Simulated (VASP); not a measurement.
# C in VASP: relaxation of the atoms with LDA

Aim: the relaxation of the atoms of C with LDA.

All numbers are computed with VASP 6.6.1; they aren't measurements. Logs are shortened: lines on timing, memory, paths and dates and some standing lists are left out, and cuts for length are marked.

**1. The cell of the first run**

The cell holds a wire or tube with vacuum around it, 6 atoms: a = 2.445 Å, b = 8.870 Å, c = 18.795 Å, α = 90.00°, β = 90.00°, γ = 97.92°.

**2. Relaxation of the atoms, LDA**

Contents of INCAR:

```
SYSTEM = C
  ALGO = Normal
  DIPOL = 0.5 0.5 0.500
  EDIFF = 1E-6
  EDIFFG = -0.03
  ENCUT = 520
  GGA = CA
  IBRION = 2
  IDIPOL = 3
  ISIF = 2
  ISMEAR = 0
  ISYM = 0
  LASPH = .True.
  LCHARG = .False.
  LDIPOL = .True.
  LREAL = .False.
  LUSENCCL = .False.
  LWAVE = .False.
  NELM = 80
  NSW = 70
  PREC = Accurate
  SIGMA = 0.1
```

Contents of KPOINTS:

```
k-points
0
Gamma
  12 4 1
  0 0 0
```

Contents of POSCAR:

```
C
1.0
    2.4447628307      0.0000000000      0.0000000000
   -1.2223814153      8.7849592876      0.0000000000
    0.0000000000      0.0000000000     18.7945767823
C
6
Selective dynamics
Direct
    0.0387225515      0.0774451030      0.3724478652  F F F
    0.5484031894      0.0968063788      0.4088913323  F F F
    0.5677644651      0.1355289303      0.4817782665  F F F
    0.0774451030      0.1548902060      0.5182217335  T T T
    0.0968063788      0.1936127576      0.5911086677  T T T
    0.6064870167      0.2129740333      0.6275521348  T T T
```

Potentials or basis: VASP PAW LDA potentials, release 64 (C).

Command:

```bash
cat potpaw_LDA.64/C/POTCAR > POTCAR
mpirun -np 1 vasp_std > vasp.out
```

OUTCAR:

```text
SYSTEM = C
   EDIFF = 1E-6
   EDIFFG = -0.03
   ENCUT = 520
   GGA = CA
   IBRION = 2
   ISIF = 2
   ISMEAR = 0
   ISYM = 0
   LASPH = .True.
   LREAL = .False.
   NELM = 80
   NSW = 70
   PREC = Accurate

 ion  position               nearest neighbor table
   1  0.039  0.077  0.372-   2 1.41   2 1.41
   2  0.548  0.097  0.409-   1 1.41   1 1.41   3 1.41
   3  0.568  0.136  0.482-   4 1.41   4 1.41   2 1.41
   4  0.077  0.155  0.518-   3 1.41   3 1.41   5 1.41
   5  0.097  0.194  0.591-   6 1.41   6 1.41   4 1.41
   6  0.606  0.213  0.628-   5 1.41   5 1.41

IMPORTANT INFORMATION: All symmetrisations will be switched off!
NOSYMM: (Re-)initialisation of all symmetry stuff for point group C_1.

----------------------------------------------------------------------------------------

                                     Primitive cell

  volume of cell :     403.6538

  direct lattice vectors                    reciprocal lattice vectors
     2.444762831  0.000000000  0.000000000     0.409037632  0.056915460 -0.000000000
    -1.222381415  8.784959288  0.000000000     0.000000000  0.113830920  0.000000000
     0.000000000  0.000000000 18.794576782     0.000000000 -0.000000000  0.053206838

  length of vectors
     2.444762831  8.869595594 18.794576782     0.412978394  0.113830920  0.053206838

  position of ions in fractional coordinates (direct lattice)
     0.038722552  0.077445103  0.372447865
     0.548403189  0.096806379  0.408891332
     0.567764465  0.135528930  0.481778267
     0.077445103  0.154890206  0.518221733
     0.096806379  0.193612758  0.591108668
     0.606487017  0.212974033  0.627552135

  ion indices of the primitive-cell ions
   primitive index   ion index
                 1           1
                 2           2
                 3           3
                 4           4
                 5           5
                 6           6

----------------------------------------------------------------------------------------

 KPOINTS: k-points

Automatic generation of k-mesh.
 Grid dimensions read from file:
 generate k-points for:   12    4    1

 Generating k-lattice:

  Cartesian coordinates                     Fractional coordinates (reciprocal lattice)
     0.034086469  0.004742955 -0.000000000     0.083333333  0.000000000  0.000000000
     0.000000000  0.028457730  0.000000000     0.000000000  0.250000000  0.000000000
     0.000000000 -0.000000000  0.053206838     0.000000000  0.000000000  1.000000000

  Length of vectors
     0.034414866  0.028457730  0.053206838

  Shift w.r.t. Gamma in fractional coordinates (k-lattice)
     0.000000000  0.000000000  0.000000000

 -----------------------------------------------------------------------------
|                                                                             |
|           W    W    AA    RRRRR   N    N  II  N    N   GGGG   !!!           |
|           W    W   A  A   R    R  NN   N  II  NN   N  G    G  !!!           |
|           W    W  A    A  R    R  N N  N  II  N N  N  G       !!!           |
|           W WW W  AAAAAA  RRRRR   N  N N  II  N  N N  G  GGG   !            |
|           WW  WW  A    A  R   R   N   NN  II  N   NN  G    G                |
|           W    W  A    A  R    R  N    N  II  N    N   GGGG   !!!           |
|                                                                             |
|     Your reciprocal lattice and k-lattice belong to different lattice       |
|     classes:                                                                |
|                                                                             |
|        The reciprocal lattice is base centered orthorhombic,                |
|        whereas your k-lattice is simple monoclinic.                         |
|                                                                             |
|     Results are often still useful ...                                      |
|                                                                             |
 -----------------------------------------------------------------------------

 WARNING: IBZKPT: internal override: KBLOWUP is changed to .FALSE.
      ... skipping the blow-up phase ...

 Subroutine IBZKPT returns following result:
 ===========================================

 Found     26 irreducible k-points:

 Following reciprocal coordinates:
            Coordinates               Weight
  0.000000  0.000000  0.000000      1.000000
  0.083333  0.000000  0.000000      2.000000
  0.166667  0.000000  0.000000      2.000000
  0.250000  0.000000  0.000000      2.000000
  0.333333  0.000000  0.000000      2.000000
  0.416667  0.000000  0.000000      2.000000
[... 16 lines left out ...]
  0.250000  0.500000  0.000000      2.000000
  0.333333  0.500000  0.000000      2.000000
 [... further k-points ...]
   k-points           NKPTS =     26   k-points in BZ     NKDIM =     26   number of bands    NBANDS=     16
   number of dos      NEDOS =    301   number of ions     NIONS =      6
   total plane-waves  NPLWV = 176400
   dimension x,y,z NGX =    18 NGY =   70 NGZ =  140
   dimension x,y,z NGXF=    36 NGYF=  140 NGZF=  280
   ions per type =               6
   NGX,Y,Z   is equivalent  to a cutoff of  12.24, 13.12, 12.38 a.u.
   NGXF,Y,Z  is equivalent  to a cutoff of  24.48, 26.24, 24.77 a.u.
 SYSTEM =  C
   PREC   = accura    normal or accurate (medium, high low for compatibility)
   ISTART =      0    job   : 0-new  1-cont  2-samecut
   ICHARG =      2    charge: 1-file 2-atom 10-const
   ISPIN  =      1    spin polarized calculation?
   LNONCOLLINEAR =      F non collinear calculations
   LSORBIT =      F    spin-orbit coupling
   LASPH  =      T    aspherical Exc in radial PAW
   ENCUT  =  520.0 eV  38.22 Ry    6.18 a.u.   4.55 16.49 34.95*2*pi/ulx,y,z
   NELM   =     80;   NELMIN=  2; NELMDL= -5     # of ELM steps
   EDIFF  = 0.1E-05   stopping-criterion for ELM
   LREAL  =      F    real-space projection
   EDIFFG = -.3E-01   stopping-criterion for IOM
   NSW    =     70    number of steps for IOM
   IBRION =      2    ionic relax: 0-MD 1-quasi-New 2-CG
   NFREE  =      1    steps in history (QN), initial steepest desc. (CG)
   ISIF   =      2    stress and relaxation
   ISYM   =      0    0-nonsym 1-usesym 2-fastsym
   POTIM  = 0.5000    time-step for ionic-motion
   TEBEG  =    0.0;   TEEND  =   0.0 temperature during run
   PSTRESS=    0.0 pullay stress
   NELECT =      24.0000    total number of electrons
   NUPDOWN=      -1.0000    fix difference up-down
   EMIN   =  10.00;   EMAX   =-10.00  energy-range for DOS
   EFERMI =   0.00;   METHOD = LEGACY
   ISMEAR =     0;   SIGMA  =   0.10  broadening in eV -4-tet -1-fermi 0-gaus
   EFERMI_NEDOS =   21; number of points for ismear=-14 and -15
   IALGO  =     38    algorithm
   IMIX   =      4    mixing-type and parameters
     AMIX     =   0.40;   BMIX     =  1.00
     AMIX_MAG =   1.60;   BMIX_MAG =  1.00
  volume/ion in A,a.u.               =      67.28       454.00
  Fermi-wavevector in a.u.,A,eV,Ry     =   0.638963  1.207465  5.554897  0.408273
  Thomas-Fermi vector in A             =   1.704479
   LORBIT       =      0    0 simple, 1 ext, 2 COOP (PROOUT), +10 PAW based schemes
   GGA     = CA    functional components
   LHFCALC =     F    Hartree Fock is set to
   AEXX    =    0.0000 exact exchange contribution
   IVDW    =     0    specifies the selected vdW correction
   LEPSILON=     F    determine dielectric tensor
   LRPA    =     F    only Hartree local field effects (RPA)
 conjugate gradient relaxation of ions
 non-spin polarized calculation
 Gauss-broadening in eV      SIGMA  =   0.10
  energy-cutoff  :      520.00
  volume of cell :      403.65
 maximum number of plane-waves:     10953
   NGX =  9   NGY = 33   NGZ = 69

--------------------------------------- Ionic step        1  -------------------------------------------

 number of electron      23.9999998 magnetization

 Free energy of the ion-electron system (eV)
  ---------------------------------------------------
  ext. energy  EPLUGINS =         0.00000000
  ---------------------------------------------------
  free energy    TOTEN  =       -53.39114239 eV

  energy without entropy =      -53.36280989  energy(sigma->0) =      -53.37697614

------------------------ aborting loop because EDIFF is reached ----------------------------------------

 vacuum level on the upper side and lower side of the slab       (xc-potential included)        -0.006        -0.006

  FORCE on cell =-STRESS in cart. coord.  units (eV):
  Direction    XX          YY          ZZ          XY          YZ          ZX
  --------------------------------------------------------------------------------------
  -------------------------------------------------------------------------------------
  Total       -1.7602503      0.0263161      0.8284121     -0.0000616      0.2250062      0.0000008
  in kB       -6.9867625      0.1044536      3.2881226     -0.0002444      0.8930916      0.0000030
  external PRESSURE =      -1.1980621 kB  Pullay stress =       0.0000000 kB
[... 61 lines left out ...]
  FREE ENERGIE OF THE ION-ELECTRON SYSTEM (eV)
  ---------------------------------------------------
  free  energy   TOTEN  =       -53.0711056761 eV

  energy  without entropy=      -53.0345379397  energy(sigma->0) =      -53.05282181

 dipolmoment           0.000000      0.000000      0.111512 electrons x Angstroem

--------------------------------------- Ionic step        3  -------------------------------------------

 number of electron      23.9999999 magnetization

------------------------ aborting loop because EDIFF is reached ----------------------------------------
[... 195 lines left out ...]
--------------------------------------- Ionic step        8  -------------------------------------------

 number of electron      23.9999999 magnetization

 dipolmoment           0.000000      0.000000     -0.045246 electrons x Angstroem

 Free energy of the ion-electron system (eV)
  ---------------------------------------------------
  ext. energy  EPLUGINS =         0.00000000
  ---------------------------------------------------
  free energy    TOTEN  =       -53.52562802 eV

  energy without entropy =      -53.49586674  energy(sigma->0) =      -53.51074738

 E-fermi :  -4.7039     XC(G=0):  -2.1807

 val. band max:       -4.7595311185   @ k =   0.2500   0.2500   0.0000
 cond. band min:      -4.6618860963   @ k =   0.2500   0.0000   0.0000
 fundamental gap:      0.0976450221
 Fermi energy:        -4.7039045308

 k-point     1 :       0.0000    0.0000    0.0000
  band No.  band energies     occupation
      1     -23.3843      2.00000
      2     -21.6757      2.00000
      3     -19.2441      2.00000
      4     -14.9677      2.00000
      5     -11.5716      2.00000
      6     -10.9152      2.00000
[... 433 lines left out ...]
      3     -17.5502      2.00000
      4     -16.0012      2.00000
      5     -14.5476      2.00000
      6     -13.2895      2.00000
[... 8 lines left out ...]
     15      -0.5154      0.00000
     16       1.2625      0.00000

 [... further k-points ...]

------------------------ aborting loop because EDIFF is reached ----------------------------------------

 vacuum level on the upper side and lower side of the slab       (xc-potential included)        -0.239         0.118

  FORCE on cell =-STRESS in cart. coord.  units (eV):
  Direction    XX          YY          ZZ          XY          YZ          ZX
  --------------------------------------------------------------------------------------
  -------------------------------------------------------------------------------------
  Total        0.0744890      0.0298685      0.8763192     -0.0000766      0.2381950     -0.0000836
  in kB        0.2956609      0.1185538      3.4782746     -0.0003041      0.9454403     -0.0003319
  external PRESSURE =       1.2974964 kB  Pullay stress =       0.0000000 kB
[... 21 lines left out ...]
  FREE ENERGIE OF THE ION-ELECTRON SYSTEM (eV)
  ---------------------------------------------------
  free  energy   TOTEN  =       -53.5256280200 eV

  energy  without entropy=      -53.4958667354  energy(sigma->0) =      -53.51074738

 reached required accuracy - stopping structural energy minimisation

 vacuum level on the upper side and lower side of the slab         1.267         1.641
```

It took 1.7 min on 1 × NVIDIA H100 80GB with 1 thread of AMD EPYC 7R13 (Zen 3), shared host; peak memory 1.4 GiB.

Results:

| Item | Value |
| --- | --- |
| Free energy | -53.5256 eV |
| Energy gained by relaxing | 22.4 meV/atom |
| Ionic steps | 8 |
| Band gap on the k mesh | 0.10 eV |

Step by step:
```tsv
step	energy change (eV)	largest force on free atoms (eV/Å)	pressure (GPa)
1	0.0000	3.4550	-0.12
2	0.3200	3.3488	0.92
3	-0.1297	0.5725	0.07
4	-0.1286	0.6340	0.17
5	-0.1344	0.0615	0.11
6	-0.1344	0.0446	0.12
7	-0.1344	0.0404	0.12
8	-0.1345	0.0248	0.13
```

Final structure:
```
C
1.0
     2.44476    0.00000    0.00000
    -1.22238    8.78496    0.00000
     0.00000    0.00000   18.79458
C
6
Direct
  0.03872 0.07745 0.37245
  0.54840 0.09681 0.40889
  0.56776 0.13553 0.48178
  0.07723 0.15446 0.51742
  0.09747 0.19495 0.59366
  0.60597 0.21194 0.62553
```

Caveat: semilocal functionals underestimate gaps, and a narrow one can read as zero.
